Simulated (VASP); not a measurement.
## HfC: single point with PBEsol

HfC:

```xyz
2
Lattice="0.0000 2.2875 2.4019 2.2875 0.0000 2.4019 2.2875 2.2875 0.0000" Properties=species:S:1:pos:R:3 pbc="T T T"
Hf    2.2875    2.2875    2.4019
C     0.0000    0.0000    0.0000
```

This cell differs from its parent crystal: ratio of the length along z to the lengths across it x 1.05, volume and fractional coordinates fixed.

| Quantity | Value |
| --- | --- |
| Program | VASP 6.6.1 |
| Task | single point |
| Functional | PBEsol |
| Potentials or basis | VASP PAW PBE potentials, release 64 (Hf_pv, C) |
| Cutoff | 520 eV |
| k mesh | 20 × 20 × 20 |
| Occupations | gaussian, width 0.15 eV |
| Spin | no spin polarisation |
| Dipole correction | no |
| Further INCAR settings | ALGO = Normal; EDIFF = 1e-07; NBANDS = 14 |

* Pressure: -5.9 GPa
* Band gap on the k mesh: zero (band 7 reaches 6.91 eV, above the bottom of band 8 at 5.31 eV)

Stress tensor (GPa, compression positive):
```
  0.08   0.00   0.00
  0.00   0.08   0.00
  0.00   0.00 -17.81
```

Levels at points of the mesh, in eV from the Fermi level:
```
           k point  band 3  band 4  band 5  band 6  band 7  band 8  band 9  band 10  band 11  band 12
(0.00, 0.00, 0.00)  -29.47  -12.30    0.86    1.00    1.10    1.10    1.53     1.53     2.85     3.68
(0.50, 0.00, 0.00)  -29.52   -8.48   -6.18   -3.07   -2.96    5.13    5.45     5.84     6.48    10.65
(0.50, 0.50, 0.00)  -29.67  -10.44   -2.93   -1.76    0.11    0.11    5.29     6.69     6.69     8.19
(0.50, 0.00, 0.50)  -29.76  -10.35   -2.40   -1.86   -0.26   -0.08    5.17     6.37     7.05     8.44
```

It took 4.1 min on 1 thread of Intel(R) Xeon(R) Platinum 8259CL CPU @ 2.50GHz (Skylake/Cascade Lake), on a shared host, peak memory 0.35 GiB.

Caveat: the PAW data sets were made with another functional, which shifts forces and pressure a little; spin-orbit coupling is left out, which moves the levels of the heavy elements.
